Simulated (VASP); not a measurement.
# Li2O (Fm-3m) in VASP: notebook

Li2O is run at these levels: PBE; tasks: single point.

All numbers are computed with VASP 6.6.1; they aren't measurements. Logs are shortened: lines on timing, memory, paths and dates and some standing lists are left out, and cuts for length are marked.

### Step 1. The cell of the first run

Symmetry: Fm-3m, No. 225, cubic system. The conventional cell has a = 4.625 Å, b = 4.625 Å, c = 4.625 Å, α = 90.00°, β = 90.00°, γ = 90.00°. Within 2.7 Å of O (site symmetry m-3m) lie 8 Li at 2.00 Å. Li (site symmetry -43m) has 4 O at 2.00 Å and 6 Li at 2.31 Å within 2.7 Å.

### Step 2. Single point, PBE

The input, INCAR:

```
SYSTEM = Li2O
ALGO = Normal
EDIFF = 1E-6
ENCUT = 750
GGA = PE
GGA_COMPAT = .False.
ISIF = 2
ISMEAR = 0
LASPH = .True.
LCHARG = .False.
LREAL = .False.
LWAVE = .False.
NBANDS = 13
NELM = 120
PREC = Accurate
SIGMA = 0.02
```

The input, KPOINTS:

```
k-points
0
Gamma
  8 8 8
  0 0 0
```

The input, POSCAR:

```
Li2O
1.0
    0.0000000000      2.3124167022      2.3124167022
    2.3124167022      0.0000000000      2.3124167022
    2.3124167022      2.3124167022      0.0000000000
O Li
1 2
Direct
    0.0000000000      0.0000000000      0.0000000000
    0.2500000000      0.2500000000      0.2500000000
    0.7500000000      0.7500000000      0.7500000000
```

Potentials or basis: VASP PAW PBE potentials, release 64 (O, Li_sv).

Started as:

```
cat potpaw_PBE.64/O/POTCAR potpaw_PBE.64/Li_sv/POTCAR > POTCAR
mpirun -np 1 vasp_std > vasp.out
```

OUTCAR:

```text
SYSTEM = Li2O
   EDIFF = 1E-6
   ENCUT = 750
   GGA = PE
   ISIF = 2
   ISMEAR = 0
   LASPH = .True.
   LREAL = .False.
   NELM = 120
   PREC = Accurate

 ion  position               nearest neighbor table
   1  0.000  0.000  0.000-   3 2.00   3 2.00   3 2.00   2 2.00   3 2.00   2 2.00   2 2.00   2 2.00

   2  0.250  0.250  0.250-   1 2.00   1 2.00   1 2.00   1 2.00   3 2.31   3 2.31   3 2.31   3 2.31
                             3 2.31   3 2.31
   3  0.750  0.750  0.750-   1 2.00   1 2.00   1 2.00   1 2.00   2 2.31   2 2.31   2 2.31   2 2.31
                             2 2.31   2 2.31

  LATTYP: Found a face centered cubic cell.
 ALAT       =     4.6248334044

  Lattice vectors:

 A1 = (   0.0000000000,   2.3124167022,   2.3124167022)
 A2 = (   2.3124167022,   0.0000000000,   2.3124167022)
 A3 = (   2.3124167022,   2.3124167022,   0.0000000000)

Analysis of symmetry for initial positions (statically):
=====================================================================
 Subroutine PRICEL returns:
 Original cell was already a primitive cell.

 Routine SETGRP: Setting up the symmetry group for a
 face centered cubic supercell.

 Subroutine GETGRP returns: Found 48 space group operations
 (whereof 48 operations were pure point group operations)
 out of a pool of 48 trial point group operations.

The static configuration has the point symmetry O_h .

Analysis of symmetry for dynamics (positions and initial velocities):
=====================================================================
 Subroutine PRICEL returns:
 Original cell was already a primitive cell.

 Routine SETGRP: Setting up the symmetry group for a
 face centered cubic supercell.

 Subroutine GETGRP returns: Found 48 space group operations
 (whereof 48 operations were pure point group operations)
 out of a pool of 48 trial point group operations.

The dynamic configuration has the point symmetry O_h .

 Subroutine INISYM returns: Found 48 space group operations
 (whereof 48 operations are pure point group operations),
 and found     1 'primitive' translations

----------------------------------------------------------------------------------------

                                     Primitive cell

  volume of cell :      24.7302

  direct lattice vectors                    reciprocal lattice vectors
     0.000000000  2.312416702  2.312416702    -0.216224005  0.216224005  0.216224005
     2.312416702  0.000000000  2.312416702     0.216224005 -0.216224005  0.216224005
     2.312416702  2.312416702  0.000000000     0.216224005  0.216224005 -0.216224005

[... 98 lines left out ...]
   EMIN   =  10.00;   EMAX   =-10.00  energy-range for DOS
   EFERMI =   0.00;   METHOD = LEGACY
   ISMEAR =     0;   SIGMA  =   0.02  broadening in eV -4-tet -1-fermi 0-gaus
   EFERMI_NEDOS =   21; number of points for ismear=-14 and -15
   IALGO  =     38    algorithm
   IMIX   =      4    mixing-type and parameters
     AMIX     =   0.40;   BMIX     =  1.00
     AMIX_MAG =   1.60;   BMIX_MAG =  1.00
  volume/ion in A,a.u.               =       8.24        55.63
  Fermi-wavevector in a.u.,A,eV,Ry     =   1.286449  2.431036 22.516966  1.654950
  Thomas-Fermi vector in A             =   2.418523
   LORBIT       =      0    0 simple, 1 ext, 2 COOP (PROOUT), +10 PAW based schemes
   GGA     = PE    functional components
   LHFCALC =     F    Hartree Fock is set to
   AEXX    =    0.0000 exact exchange contribution
   IVDW    =     0    specifies the selected vdW correction
   LEPSILON=     F    determine dielectric tensor
   LRPA    =     F    only Hartree local field effects (RPA)
 non-spin polarized calculation
 Gauss-broadening in eV      SIGMA  =   0.02
  energy-cutoff  :      750.00
  volume of cell :       24.73
 maximum number of plane-waves:      1174
 NGX is ok and might be reduce to    30
   NGX = 15   NGY = 15   NGZ = 15

 number of electron      12.0000000 magnetization

 Free energy of the ion-electron system (eV)
  ---------------------------------------------------
  ext. energy  EPLUGINS =         0.00000000
  ---------------------------------------------------
  free energy    TOTEN  =       -14.35621394 eV

  energy without entropy =      -14.35621394  energy(sigma->0) =      -14.35621394

 E-fermi :   1.4658     XC(G=0):  -9.7379

 val. band max:        1.3155417749   @ k =   0.0000   0.0000   0.0000
 cond. band min:       6.2876962337   @ k =   0.5000   0.5000   0.0000
 fundamental gap:      4.9721544588
 Fermi energy:         1.4658364969

 k-point     1 :       0.0000    0.0000    0.0000
  band No.  band energies     occupation
      1     -41.6740      2.00000
      2     -41.3480      2.00000
      3     -14.1275      2.00000
      4       1.3155      2.00000
      5       1.3155      2.00000
      6       1.3155      2.00000
      7       6.5568      0.00000
      8      13.2334      0.00000
      9      13.2334      0.00000
     10      13.2334      0.00000
     11      20.2803      0.00000
     12      20.2803      0.00000
     13      20.2803      0.00000
[... 354 lines left out ...]
  band No.  band energies     occupation
      1     -41.4961      2.00000
      2     -41.4956      2.00000
      3     -13.8718      2.00000
      4      -1.1339      2.00000
      5       0.3143      2.00000
      6       0.5124      2.00000
      7       9.2547      0.00000
      8      11.5369      0.00000
      9      14.3479      0.00000
     10      14.6934      0.00000
     11      18.8081      0.00000
     12      19.1783      0.00000
     13      24.2602      0.00000

 [... further k-points ...]

------------------------ aborting loop because EDIFF is reached ----------------------------------------

  FORCE on cell =-STRESS in cart. coord.  units (eV):
  Direction    XX          YY          ZZ          XY          YZ          ZX
  --------------------------------------------------------------------------------------
  -------------------------------------------------------------------------------------
  Total       -0.0416827     -0.0416827     -0.0416827      0.0000000      0.0000000      0.0000000
  in kB       -2.7004624     -2.7004624     -2.7004624      0.0000000      0.0000000      0.0000000
  external PRESSURE =      -2.7004624 kB  Pullay stress =       0.0000000 kB

 VOLUME and BASIS-vectors are now :
 -----------------------------------------------------------------------------
  energy-cutoff  :      750.00
  volume of cell :       24.73
      direct lattice vectors                 reciprocal lattice vectors
     0.000000000  2.312416702  2.312416702    -0.216224005  0.216224005  0.216224005
     2.312416702  0.000000000  2.312416702     0.216224005 -0.216224005  0.216224005
     2.312416702  2.312416702  0.000000000     0.216224005  0.216224005 -0.216224005

 POSITION                                       TOTAL-FORCE (eV/Angst)
 -----------------------------------------------------------------------------------
      0.00000      0.00000      0.00000         0.000000      0.000000      0.000000
      1.15621      1.15621      1.15621         0.000000      0.000000      0.000000
      3.46863      3.46863      3.46863        -0.000000     -0.000000     -0.000000
 -----------------------------------------------------------------------------------
    total drift:                                0.000000     -0.000000      0.000000

  FREE ENERGIE OF THE ION-ELECTRON SYSTEM (eV)
  ---------------------------------------------------
  free  energy   TOTEN  =       -14.3562139432 eV

  energy  without entropy=      -14.3562139432  energy(sigma->0) =      -14.35621394
```

OSZICAR:

```text
N       E                     dE             d eps       ncg     rms          rms(c)
DAV:   1     0.553567993304E+02    0.55357E+02   -0.71859E+03   754   0.126E+03
DAV:   2    -0.102180117121E+02   -0.65575E+02   -0.62541E+02   914   0.263E+02
DAV:   3    -0.160624839641E+02   -0.58445E+01   -0.57930E+01  1411   0.556E+01
DAV:   4    -0.161296317549E+02   -0.67148E-01   -0.67144E-01   873   0.704E+00
DAV:   5    -0.161300529670E+02   -0.42121E-03   -0.42121E-03  1078   0.480E-01    0.747E+00
DAV:   6    -0.143927511332E+02    0.17373E+01   -0.83908E+00   794   0.153E+01    0.285E+00
DAV:   7    -0.143589785229E+02    0.33773E-01   -0.19234E-01   932   0.304E+00    0.150E+00
DAV:   8    -0.143578865742E+02    0.10919E-02   -0.68949E-02   937   0.258E+00    0.445E-01
DAV:   9    -0.143558248808E+02    0.20617E-02   -0.59355E-03   932   0.649E-01    0.135E-01
DAV:  10    -0.143562385411E+02   -0.41366E-03   -0.91987E-04   889   0.232E-01    0.564E-02
DAV:  11    -0.143562122084E+02    0.26333E-04   -0.48252E-05  1001   0.747E-02    0.135E-02
DAV:  12    -0.143562142674E+02   -0.20590E-05   -0.62746E-06   921   0.247E-02    0.630E-03
DAV:  13    -0.143562139432E+02    0.32426E-06   -0.24607E-06   959   0.135E-02
   1 F= -.14356214E+02 E0= -.14356214E+02  d E =-.197281E-28
```

stdout:

```text
POSCAR found type information on POSCAR O Li
 POSCAR found :  2 types and       3 ions
 scaLAPACK will be used
 LDA part: xc-table for (Slater+PW92), standard interpolation
 POSCAR, INCAR and KPOINTS ok, starting setup
 FFT: planning ... GRIDC
 FFT: planning ... GRID_SOFT
 FFT: planning ... GRID
 WAVECAR not read
 entering main loop
```

Wall time 22 s (1 thread of Intel Xeon 8259CL, shared host); peak memory 0.16 GiB.

Results:

```yaml
Free_energy: -14.3562 eV
Pressure: -0.3 GPa
Band_gap_on_the_k_mesh: 4.97 eV (least direct gap 5.24 eV)
```

A k mesh can miss the band edges.

### Step 3. Single point, PBE

The input, INCAR:

```
ALGO     = Normal         # electronic algorithm
EDIFF    = 1E-6           # SCF threshold, eV
ENCUT    = 750            # plane-wave cutoff, eV
GGA      = PE             # functional
GGA_COMPAT= F            
ISIF     = 2              # what is computed and relaxed
ISMEAR   = 0              # smearing method
LASPH    = T              # aspherical terms in the spheres
LCHARG   = F              # write CHGCAR
LREAL    = F              # projectors in reciprocal space
LWAVE    = F              # write WAVECAR
NBANDS   = 13             # bands
NELM     = 120            # most SCF steps
PREC     = Accurate       # precision mode
SIGMA    = 0.02           # smearing width, eV
```

The input, KPOINTS:

```
k-points
0
Gamma
  8 8 8
```

POSCAR is that of step 2.

Potentials or basis: VASP PAW PBE potentials, release 64 (O, Li_sv).

Started as:

```
cat potpaw_PBE.64/O/POTCAR potpaw_PBE.64/Li_sv/POTCAR > POTCAR
mpirun -np 1 vasp_std > vasp.out
```

Wall time 21 s (1 thread of Intel Xeon 8259CL, shared host); peak memory 0.16 GiB.

It converged, with:

| Property | Result |
| --- | --- |
| Free energy | -14.3562 eV |
| Pressure | -0.3 GPa |
| Band gap on the k mesh | 4.97 eV (least direct gap 5.24 eV) |

Levels at points of the mesh, in eV from the valence-band top:
```
           k point  band 4  band 5  band 6  band 7  band 8  band 9
(0.00, 0.00, 0.00)    0.00    0.00    0.00    5.24   11.92   11.92
(0.50, 0.00, 0.00)   -2.76   -0.44   -0.44    9.19    9.78   12.04
(0.50, 0.50, 0.00)   -1.60   -1.38   -1.38    4.97   13.50   13.50
```
